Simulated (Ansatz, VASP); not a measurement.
**One calculation of TaGe3Ru, two programs**

File INCAR:

```
  PREC = Accurate
  ENCUT = 600
  EDIFF = 1E-7
  ISMEAR = 0
  SIGMA = 0.1
  LREAL = F
  LASPH = T
  NELM = 80
  ALGO = Normal
  ISIF = 3
  LWAVE = F
  LCHARG = F
  GGA = PE
  IBRION = 2
  NSW = 90
  EDIFFG = -0.04
```

Contents of KPOINTS:

```
Automatic mesh
0
Gamma
  4 4 4
```

File POSCAR:

```
TaGe3Ru
1.0
    2.5998099600     -2.7949291700      0.0000000000
    2.5998099600      2.7949291700      0.0000000000
    0.0000000000      0.0000000000      6.5301958500
Ta Ge Ru
1 3 1
Direct
    0.5000000000      0.5000000000      0.5000000000
    0.0000000000      0.0000000000      0.7866975800
    0.0000000000      0.0000000000      0.2133024200
    0.0000000000      0.0000000000      0.5000000000
    0.5000000000      0.5000000000      0.0000000000
```

Input for Ansatz:

```yaml
crystal:
  lattice:
    - [2.59980996, -2.79492917, 0.0]
    - [2.59980996, 2.79492917, 0.0]
    - [0.0, 0.0, 6.53019585]
  atoms:
    - { symbol: Ta, position: [0.5, 0.5, 0.5] }
    - { symbol: Ge, position: [0.0, 0.0, 0.78669758] }
    - { symbol: Ge, position: [0.0, 0.0, 0.21330242] }
    - { symbol: Ge, position: [0.0, 0.0, 0.5] }
    - { symbol: Ru, position: [0.5, 0.5, 0.0] }
basis:
  ecutwfc: 420
kpoints:
  mp_grid: { grid: [4, 4, 4] }
hamiltonian:
  xc: pbe
scf:
  occupations: { method: gaussian, width: 0.1 }
  lower_state_search: "off"
output:
  forces: true
  stress: true
  eigenvalues: true
relax:
  adjacent_minimum: "off"
  f_tol: 0.04
  max_steps: 70
  cell: { stress_tol: 0.4 }
```

Alike in both runs: task relaxation of cell and atoms; functional PBE; k mesh 4 × 4 × 4; occupations gaussian, width 0.1 eV; no spin polarisation.

```csv
,VASP,Ansatz
version,VASP 6.6.1,Ansatz 0.2.0
potentials or method,"VASP PAW PBE potentials, release 64 (Ta_pv, Ge_d, Ru_pv), cutoff 600 eV","scalar-relativistic, plane waves, PAW"
valence electrons in the cell,67,71
```

```csv
,VASP,Ansatz,Ansatz less VASP
"gap on the k mesh at the Fermi level, each at its own relaxed structure (eV)",none,none,-
relaxed volume (Å³/atom),18.63,18.59,-0.047
relaxed length of the cell vector where the two differ most in proportion (Å),7.697,7.687,-0.0102
```

A gap of «none» marks a metal or a gap that the smearing closes. VASP's potentials hold 67 valence electrons a cell and Ansatz's 71, so a difference there can come from the potentials and not from the codes.

The k mesh is coarse, so the values compare programs but aren't converged. Spin-orbit coupling is off throughout.
